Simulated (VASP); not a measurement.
# GaP (F-43m) in VASP: a series of runs

Runs on GaP. Level: PBEsol. Tasks: single point.

All numbers are computed with VASP 6.6.1; they aren't measurements. Logs are shortened: lines on timing, memory, paths and dates and some standing lists are left out, and cuts for length are marked.

**Measured values to compare with.**

“Stacking defects in GaP nanowires: Electronic structure and optical properties”, 2018, arxiv:1810.01194 quotes, for a bulk crystal of GaP at 10 K: band gap 2.34 eV (indirect).

The results are compared with them further down.

### 1 The cell of the first run

Symmetry: F-43m, No. 216, cubic system. The conventional cell has a = 5.451 Å, b = 5.451 Å, c = 5.451 Å, α = 90.00°, β = 90.00°, γ = 90.00°. Ga (site symmetry -43m) has 4 P at 2.36 Å within 3.1 Å. Within 3.1 Å of P (site symmetry -43m) lie 4 Ga at 2.36 Å.

### 2 Single point, PBEsol

INCAR

```
SYSTEM = GaP
ALGO = Normal
EDIFF = 1E-6
ENCUT = 520
GGA = PS
ISIF = 2
ISMEAR = 0
LASPH = .TRUE.
LCHARG = .FALSE.
LREAL = .FALSE.
LWAVE = .FALSE.
NBANDS = 16
NELM = 100
PREC = Accurate
SIGMA = 0.01
```

KPOINTS

```
k-points
0
G
  6 6 6
  0 0 0
```

POSCAR

```
GaP
1.0
    0.0000000000      2.7252500000      2.7252500000
    2.7252500000      0.0000000000      2.7252500000
    2.7252500000      2.7252500000      0.0000000000
Ga P
1 1
Direct
    0.0000000000      0.0000000000      0.0000000000
    0.2500000000      0.2500000000      0.2500000000
```

Potentials or basis: VASP PAW PBE potentials, release 64 (Ga_d, P).

On the command line:

```
> cat potpaw_PBE.64/Ga_d/POTCAR potpaw_PBE.64/P/POTCAR > POTCAR
> mpirun -np 1 vasp_std > vasp.out
```

OUTCAR:

```text
SYSTEM = GaP
   EDIFF = 1E-6
   ENCUT = 520
   GGA = PS
   ISIF = 2
   ISMEAR = 0
   LASPH = .TRUE.
   LREAL = .FALSE.
   NELM = 100
   PREC = Accurate

 ion  position               nearest neighbor table
   1  0.000  0.000  0.000-   2 2.36   2 2.36   2 2.36   2 2.36
   2  0.250  0.250  0.250-   1 2.36   1 2.36   1 2.36   1 2.36

  LATTYP: Found a face centered cubic cell.
 ALAT       =     5.4505000000

  Lattice vectors:

 A1 = (   0.0000000000,   2.7252500000,   2.7252500000)
 A2 = (   2.7252500000,   0.0000000000,   2.7252500000)
 A3 = (   2.7252500000,   2.7252500000,   0.0000000000)

Analysis of symmetry for initial positions (statically):
=====================================================================
 Subroutine PRICEL returns:
 Original cell was already a primitive cell.

 Routine SETGRP: Setting up the symmetry group for a
 face centered cubic supercell.

 Subroutine GETGRP returns: Found 24 space group operations
 (whereof 24 operations were pure point group operations)
 out of a pool of 48 trial point group operations.

The static configuration has the point symmetry T_d .

Analysis of symmetry for dynamics (positions and initial velocities):
=====================================================================
 Subroutine PRICEL returns:
 Original cell was already a primitive cell.

 Routine SETGRP: Setting up the symmetry group for a
 face centered cubic supercell.

 Subroutine GETGRP returns: Found 24 space group operations
 (whereof 24 operations were pure point group operations)
 out of a pool of 48 trial point group operations.

The dynamic configuration has the point symmetry T_d .

 Subroutine INISYM returns: Found 24 space group operations
 (whereof 24 operations are pure point group operations),
 and found     1 'primitive' translations

----------------------------------------------------------------------------------------

                                     Primitive cell

  volume of cell :      40.4808

  direct lattice vectors                    reciprocal lattice vectors
     0.000000000  2.725250000  2.725250000    -0.183469406  0.183469406  0.183469406
     2.725250000  0.000000000  2.725250000     0.183469406 -0.183469406  0.183469406
     2.725250000  2.725250000  0.000000000     0.183469406  0.183469406 -0.183469406

  length of vectors
     3.854085511  3.854085511  3.854085511     0.317778334  0.317778334  0.317778334

  position of ions in fractional coordinates (direct lattice)
     0.000000000  0.000000000  0.000000000
     0.250000000  0.250000000  0.250000000

  ion indices of the primitive-cell ions
   primitive index   ion index
                 1           1
                 2           2

----------------------------------------------------------------------------------------

 KPOINTS: k-points

Automatic generation of k-mesh.
 Grid dimensions read from file:
 generate k-points for:    6    6    6

 Generating k-lattice:

  Cartesian coordinates                     Fractional coordinates (reciprocal lattice)
    -0.030578234  0.030578234  0.030578234     0.166666667  0.000000000  0.000000000
     0.030578234 -0.030578234  0.030578234     0.000000000  0.166666667  0.000000000
     0.030578234  0.030578234 -0.030578234     0.000000000  0.000000000  0.166666667

  Length of vectors
     0.052963056  0.052963056  0.052963056

  Shift w.r.t. Gamma in fractional coordinates (k-lattice)
     0.000000000  0.000000000  0.000000000

 Subroutine IBZKPT returns following result:
 ===========================================

 Found     16 irreducible k-points:

 Following reciprocal coordinates:
            Coordinates               Weight
  0.000000  0.000000  0.000000      1.000000
  0.166667  0.000000  0.000000      8.000000
  0.333333  0.000000  0.000000      8.000000
  0.500000  0.000000  0.000000      4.000000
  0.166667  0.166667  0.000000      6.000000
  0.333333  0.166667  0.000000     24.000000
[... 8 lines left out ...]
 -0.333333  0.333333  0.166667     24.000000
 -0.333333  0.500000  0.166667     12.000000
   k-points           NKPTS =     16   k-points in BZ     NKDIM =     16   number of bands    NBANDS=     16
   number of dos      NEDOS =    301   number of ions     NIONS =      2
   total plane-waves  NPLWV =  27000
   dimension x,y,z NGX =    30 NGY =   30 NGZ =   30
   dimension x,y,z NGXF=    60 NGYF=   60 NGZF=   60
   ions per type =               1   1
   NGX,Y,Z   is equivalent  to a cutoff of  12.94, 12.94, 12.94 a.u.
   NGXF,Y,Z  is equivalent  to a cutoff of  25.88, 25.88, 25.88 a.u.
 SYSTEM =  GaP
   PREC   = accura    normal or accurate (medium, high low for compatibility)
   ISTART =      0    job   : 0-new  1-cont  2-samecut
   ICHARG =      2    charge: 1-file 2-atom 10-const
   ISPIN  =      1    spin polarized calculation?
   LNONCOLLINEAR =      F non collinear calculations
   LSORBIT =      F    spin-orbit coupling
   LASPH  =      T    aspherical Exc in radial PAW
   ENCUT  =  520.0 eV  38.22 Ry    6.18 a.u.   7.17  7.17  7.17*2*pi/ulx,y,z
   NELM   =    100;   NELMIN=  2; NELMDL= -5     # of ELM steps
   EDIFF  = 0.1E-05   stopping-criterion for ELM
   LREAL  =      F    real-space projection
   EDIFFG = 0.1E-04   stopping-criterion for IOM
   NSW    =      0    number of steps for IOM
   IBRION =     -1    ionic relax: 0-MD 1-quasi-New 2-CG
   NFREE  =      0    steps in history (QN), initial steepest desc. (CG)
   ISIF   =      2    stress and relaxation
   ISYM   =      2    0-nonsym 1-usesym 2-fastsym
   POTIM  = 0.5000    time-step for ionic-motion
   TEBEG  =    0.0;   TEEND  =   0.0 temperature during run
   PSTRESS=    0.0 pullay stress
   NELECT =      18.0000    total number of electrons
   NUPDOWN=      -1.0000    fix difference up-down
   EMIN   =  10.00;   EMAX   =-10.00  energy-range for DOS
   EFERMI =   0.00;   METHOD = LEGACY
   ISMEAR =     0;   SIGMA  =   0.01  broadening in eV -4-tet -1-fermi 0-gaus
   EFERMI_NEDOS =   21; number of points for ismear=-14 and -15
   IALGO  =     38    algorithm
   IMIX   =      4    mixing-type and parameters
     AMIX     =   0.40;   BMIX     =  1.00
     AMIX_MAG =   1.60;   BMIX_MAG =  1.00
  volume/ion in A,a.u.               =      20.24       136.59
  Fermi-wavevector in a.u.,A,eV,Ry     =   1.249538  2.361284 21.243377  1.561344
  Thomas-Fermi vector in A             =   2.383574
   LORBIT       =      0    0 simple, 1 ext, 2 COOP (PROOUT), +10 PAW based schemes
   GGA     = PS    functional components
   LHFCALC =     F    Hartree Fock is set to
   AEXX    =    0.0000 exact exchange contribution
   IVDW    =     0    specifies the selected vdW correction
   LEPSILON=     F    determine dielectric tensor
   LRPA    =     F    only Hartree local field effects (RPA)
 non-spin polarized calculation
 Gauss-broadening in eV      SIGMA  =   0.01
  energy-cutoff  :      520.00
  volume of cell :       40.48
 maximum number of plane-waves:      1113
 NGX is ok and might be reduce to    30
   NGX = 15   NGY = 15   NGZ = 15

 number of electron      17.9999989 magnetization

 Free energy of the ion-electron system (eV)
  ---------------------------------------------------
  ext. energy  EPLUGINS =         0.00000000
  ---------------------------------------------------
  free energy    TOTEN  =        -9.90569272 eV

  energy without entropy =       -9.90569272  energy(sigma->0) =       -9.90569272

 E-fermi :   4.7058     XC(G=0): -10.0187

 val. band max:        4.5754185182   @ k =   0.0000   0.0000   0.0000
 cond. band min:       6.0874055016   @ k =   0.5000   0.5000   0.0000
 fundamental gap:      1.5119869833
 Fermi energy:         4.7057537978

 k-point     1 :       0.0000    0.0000    0.0000
  band No.  band energies     occupation
      1      -9.9728      2.00000
      2      -9.9728      2.00000
      3      -9.9728      2.00000
      4      -9.8724      2.00000
      5      -9.8724      2.00000
      6      -7.9500      2.00000
[... 8 lines left out ...]
     15      14.3434      0.00000
     16      14.3434      0.00000

 k-point     2 :       0.1667    0.0000    0.0000
  band No.  band energies     occupation
      1      -9.9960      2.00000
      2      -9.9649      2.00000
      3      -9.9649      2.00000
      4      -9.8723      2.00000
      5      -9.8723      2.00000
      6      -7.5915      2.00000
[... 8 lines left out ...]
     15      13.4817      0.00000
     16      14.4173      0.00000

 k-point     3 :       0.3333    0.0000    0.0000
  band No.  band energies     occupation
      1     -10.0366      2.00000
      2      -9.9523      2.00000
      3      -9.9523      2.00000
      4      -9.8688      2.00000
      5      -9.8688      2.00000
      6      -6.6353      2.00000
[... 8 lines left out ...]
     15      14.1634      0.00000
     16      14.1634      0.00000

 k-point     4 :       0.5000    0.0000    0.0000
  band No.  band energies     occupation
      1     -10.0550      2.00000
      2      -9.9479      2.00000
      3      -9.9479      2.00000
      4      -9.8649      2.00000
      5      -9.8649      2.00000
      6      -5.8587      2.00000
[... 8 lines left out ...]
     15      16.2397      0.00000
     16      16.2397      0.00000
[... 172 lines left out ...]
 k-point    14 :       0.5000    0.3333    0.1667
  band No.  band energies     occupation
      1     -10.0598      2.00000
      2      -9.9383      2.00000
      3      -9.9270      2.00000
      4      -9.8869      2.00000
      5      -9.8614      2.00000
      6      -5.8510      2.00000
[... 8 lines left out ...]
     15      16.3118      0.00000
     16      17.8026      0.00000

 k-point    15 :      -0.3333    0.3333    0.1667
  band No.  band energies     occupation
      1     -10.0659      2.00000
      2      -9.9383      2.00000
      3      -9.9202      2.00000
      4      -9.8835      2.00000
      5      -9.8647      2.00000
      6      -5.1853      2.00000
[... 8 lines left out ...]
     15      16.9854      0.00000
     16      17.2872      0.00000

 k-point    16 :      -0.3333    0.5000    0.1667
  band No.  band energies     occupation
      1     -10.0768      2.00000
      2      -9.9268      2.00000
      3      -9.9123      2.00000
      4      -9.8934      2.00000
      5      -9.8591      2.00000
      6      -4.8750      2.00000
[... 8 lines left out ...]
     15      16.4623      0.00000
     16      18.1640      0.00000

------------------------ aborting loop because EDIFF is reached ----------------------------------------

  FORCE on cell =-STRESS in cart. coord.  units (eV):
  Direction    XX          YY          ZZ          XY          YZ          ZX
  --------------------------------------------------------------------------------------
  -------------------------------------------------------------------------------------
  Total       -0.1561178     -0.1561178     -0.1561178      0.0000000      0.0000000      0.0000000
  in kB       -6.1789388     -6.1789388     -6.1789388      0.0000000      0.0000000      0.0000000
  external PRESSURE =      -6.1789388 kB  Pullay stress =       0.0000000 kB

 VOLUME and BASIS-vectors are now :
 -----------------------------------------------------------------------------
  energy-cutoff  :      520.00
  volume of cell :       40.48
      direct lattice vectors                 reciprocal lattice vectors
     0.000000000  2.725250000  2.725250000    -0.183469406  0.183469406  0.183469406
     2.725250000  0.000000000  2.725250000     0.183469406 -0.183469406  0.183469406
     2.725250000  2.725250000  0.000000000     0.183469406  0.183469406 -0.183469406

 POSITION                                       TOTAL-FORCE (eV/Angst)
 -----------------------------------------------------------------------------------
      0.00000      0.00000      0.00000         0.000000      0.000000      0.000000
      1.36262      1.36262      1.36262        -0.000000     -0.000000     -0.000000
 -----------------------------------------------------------------------------------
    total drift:                                0.000000      0.000000      0.000000

  FREE ENERGIE OF THE ION-ELECTRON SYSTEM (eV)
  ---------------------------------------------------
  free  energy   TOTEN  =        -9.9056927189 eV

  energy  without entropy=       -9.9056927189  energy(sigma->0) =       -9.90569272
```

Wall time 20 s (1 thread of Intel Xeon Platinum 8375C at 2.90GHz (Ice Lake), shared host); peak memory 0.16 GiB.

Results:

| Quantity | Value |
| --- | --- |
| Free energy | -9.9057 eV |
| Pressure | -0.6 GPa |
| Band gap on the k mesh | 1.51 eV (least direct gap 1.75 eV) |

Levels at points of the mesh, in eV from the valence-band top:
| k point | band 5 | band 6 | band 7 | band 8 | band 9 | band 10 | band 11 | band 12 | band 13 | band 14 |
| --- | --- | --- | --- | --- | --- | --- | --- | --- | --- | --- |
| (0.00, 0.00, 0.00) | -14.45 | -12.53 | 0.00 | 0.00 | 0.00 | 1.75 | 3.82 | 3.82 | 3.82 | 8.56 |
| (0.50, 0.00, 0.00) | -14.44 | -10.43 | -6.70 | -1.13 | -1.13 | 1.58 | 4.65 | 4.65 | 8.09 | 10.74 |
| (0.50, 0.50, 0.00) | -14.43 | -9.52 | -6.81 | -2.71 | -2.71 | 1.51 | 1.71 | 10.55 | 10.55 | 11.08 |

Caveat: the PAW data sets were made with another functional, which shifts forces and pressure a little.

### 3 Single point, PBEsol, non-collinear spin, zero start, spin-orbit coupling

INCAR

```
PREC = Accurate ; ENCUT = 520
EDIFF = 1E-6 ; ISMEAR = 0
SIGMA = 0.01 ; LREAL = F
LASPH = T ; NELM = 150
ALGO = Normal ; ISIF = 2
LWAVE = F ; LCHARG = F
MAGMOM = 0 0 0 0 0 0 ; LORBIT = 11
LSORBIT = T ; GGA_COMPAT = F
LORBMOM = T ; GGA = PS
NBANDS = 30
```

KPOINTS

```
regular mesh
0
Gamma
  6 6 6
```

POSCAR is that of step 2.

Potentials or basis: VASP PAW PBE potentials, release 64 (Ga_d, P).

On the command line:

```
> cat potpaw_PBE.64/Ga_d/POTCAR potpaw_PBE.64/P/POTCAR > POTCAR
> mpirun -np 1 vasp_ncl > vasp.out
```

Run time: 1.9 min. Hardware: 1 thread of Intel Xeon Platinum 8375C at 2.90GHz (Ice Lake), shared host; peak memory 0.28 GiB.

Results (log left out):

- Free energy: -9.9120 eV
- Pressure: -0.7 GPa
- Net moment: 0.00 μB per cell
- Valence electrons inside the program's atomic spheres: Ga 11.73; P 2.53

Moments on the atoms (μB; x, y, z):
```
Ga  0.00 0.00 0.00
P   0.00 0.00 0.00
```

Caveat: the PAW data sets were made with another functional, which shifts forces and pressure a little.

### 4 Comparison with measurements

Step 2. Against the measured gap of GaP, 2.34 eV (indirect; 10 K; quoted in “Stacking defects in GaP nanowires: Electronic structure and optical properties”, 2018, arxiv:1810.01194), the calculated 1.51 eV is off by -0.83 eV. Spin-orbit coupling on Ga is left out. The value is that of PBEsol on a finite k mesh, which can miss the band edges, without temperature or zero-point motion. Semilocal functionals fall short of measured gaps as a rule.
